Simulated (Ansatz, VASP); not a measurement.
CdSe: VASP beside Ansatz

INCAR

```
PREC = Accurate
ENCUT = 520
EDIFF = 1E-7
ISMEAR = 0
SIGMA = 0.01
LREAL = False
LASPH = True
NELM = 60
ALGO = Normal
ISIF = 2
LWAVE = False
LCHARG = False
GGA = PS
NBANDS = 26
```

File KPOINTS:

```
regular mesh
0
Gamma
  15 15 8
```

Contents of POSCAR:

```
CdSe
1.0
    4.3020798272      0.0000000000      0.0000000000
   -2.1510399136      3.7257104194      0.0000000000
    0.0000000000      0.0000000000      7.0217824360
Cd Se
2 2
Direct
    0.3333333333      0.6666666667     -0.0091796515
    0.6666666667      0.3333333333      0.4908203485
    0.3333333333      0.6666666667      0.3851796515
    0.6666666667      0.3333333333      0.8851796515
```

Input for Ansatz:

```yaml
crystal:
  lattice:
    - [4.3020798272, 0.0, 0.0]
    - [-2.1510399136, 3.7257104194, 0.0]
    - [0.0, 0.0, 7.021782436]
  atoms:
    - { symbol: Cd, position: [0.3333333333, 0.6666666667, -0.0091796515] }
    - { symbol: Cd, position: [0.6666666667, 0.3333333333, 0.4908203485] }
    - { symbol: Se, position: [0.3333333333, 0.6666666667, 0.3851796515] }
    - { symbol: Se, position: [0.6666666667, 0.3333333333, 0.8851796515] }
basis:
  ecutwfc: 420
  xc_grid: 2
kpoints:
  mp_grid: { grid: [15, 15, 8] }
hamiltonian:
  xc: pbesol
  pseudopotentials: { kind: paw, azcp: { folder: soft_1 } }
scf:
  occupations: { method: fixed }
output:
  forces: true
  stress: true
  eigenvalues: true
  polarization: {}
```

Change from the starting cell: polar distortion scaled by 0.85.

Alike in both runs: task single point; functional PBEsol; k mesh 15 × 15 × 8; no spin polarisation.

```csv
,VASP,Ansatz
version,VASP 6.6.1,Ansatz 0.2.0
potentials or method,"VASP PAW PBE potentials, release 64 (Cd, Se), cutoff 520 eV","scalar-relativistic, plane waves, PAW"
occupations,"gaussian, width 0.01 eV",fixed
valence electrons in the cell,36,72
```

|  | VASP | Ansatz | Ansatz less VASP |
| --- | --- | --- | --- |
| gap on the k mesh at the Fermi level (eV) | 0.61 | 0.61 | 0.000 |
| least direct gap on the mesh (eV) | 0.61 | 0.61 | 0.000 |
| pressure (GPa) | 0.7 | 0.3 | -0.35 |
| traceless stress, the component that is largest in VASP (GPa) | -2.25 | -2.16 | +0.098 |
| rms of the force components (eV/Å) | 0.272 | 0.263 | -0.0088 |

VASP's potentials were made for PBE, not for PBEsol, and Ansatz warns of the same on its side. Atom by atom the forces differ by 0.009 eV/Å (rms over components). VASP's potentials hold 36 valence electrons a cell and Ansatz's 72, so a difference there can come from the potentials and not from the codes.
